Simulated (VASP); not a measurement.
C:

```
C
1.0
    -2.41040    2.41040    2.41040
     2.41040   -2.41040    2.41040
     2.41040    2.41040   -2.41040
C
8
Direct
  0.32963 0.99956 0.00062
  0.67808 0.67504 0.67332
  0.00703 0.32853 0.00506
  0.00023 0.99063 0.32505
  0.99771 0.67698 0.99711
  0.33175 0.33390 0.32258
  0.67282 0.99961 0.00184
  0.98275 0.99574 0.67442
```

| Quantity | Value |
| --- | --- |
| Program | VASP 6.6.1 |
| Task | relaxation of cell and atoms |
| Functional | LDA |
| Potentials or basis | VASP PAW LDA potentials, release 64 (C) |
| Cutoff | 600 eV |
| k mesh | 6 × 6 × 6 |
| Occupations | gaussian, width 0.05 eV |
| Spin | no spin polarisation |

At the start: pressure 1.4 GPa; volume 7.00 Å³/atom.

**Question.** How do energy, volume and symmetry change on relaxing?

**Answer.** Over 10 steps the energy falls by 27.7 meV/atom and the volume is 7.01 Å³/atom (+0.1 %); space group P1 (No. 1, to 0.1 Å) before, Im-3m (No. 229, to 0.1 Å).

Step by step:
```csv
step,energy change (eV),largest force (eV/Å),pressure (GPa),volume (Å³)
1,0.0000,2.9831,1.45,56.02
2,0.3957,4.3321,-0.15,56.53
3,-0.1922,0.7595,-0.72,56.20
4,-0.1648,1.4862,1.32,56.04
5,-0.2197,0.2027,-0.05,56.13
6,-0.2183,0.4131,-0.34,56.11
7,-0.2212,0.1002,-0.18,56.12
8,-0.2215,0.0795,0.16,56.08
9,-0.2216,0.0221,0.05,56.09
10,-0.2216,0.0087,0.00,56.10
```

Final structure:
```
C
1.0
    -2.41301    2.41116    2.41064
     2.41298   -2.41116    2.41061
     2.41302    2.41117   -2.41064
C
8
Direct
  0.32564 0.00012 0.00011
  0.67441 0.67446 0.67449
  0.00007 0.32558 0.99993
  0.99993 0.99988 0.32547
  0.99996 0.67444 0.00010
  0.32561 0.32555 0.32552
  0.67436 0.99988 0.99988
  0.00004 0.00009 0.67451
```
